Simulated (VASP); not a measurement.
AlNi:

```xyz
2
Lattice="2.8810 0.0000 0.0000 0.0000 2.8810 0.0000 0.0000 0.0000 2.8810" Properties=species:S:1:pos:R:3 pbc="T T T"
Al    0.0000    0.0000    0.0000
Ni    1.4405    1.4405    1.4405
```

Base run:

| Quantity | Value |
| --- | --- |
| Program | VASP 6.6.1 |
| Functional | RPBE |
| Potentials or basis | VASP PAW PBE potentials, release 64 (Al, Ni) |
| Cutoff | 520 eV |
| k mesh | 10 × 10 × 10 |
| Occupations | fermi-dirac, width 0.1 eV |
| Spin | collinear spin, ferromagnetic start |
| Starting moments | [0.0, 1.0] μB |

Its results: pressure 5.8 GPa; net moment 0.00 μB per cell.

Task: The run is repeated on the same cell with these changes: functional from RPBE to LDA; potentials or basis from VASP PAW PBE potentials, release 64 (Al, Ni) to VASP PAW LDA potentials, release 64 (Al, Ni). What comes out?

Result: Pressure -8.2 GPa; net moment 0.00 μB per cell.

Caveats: the PAW data sets were made with another functional, which shifts forces and pressure a little (some runs).
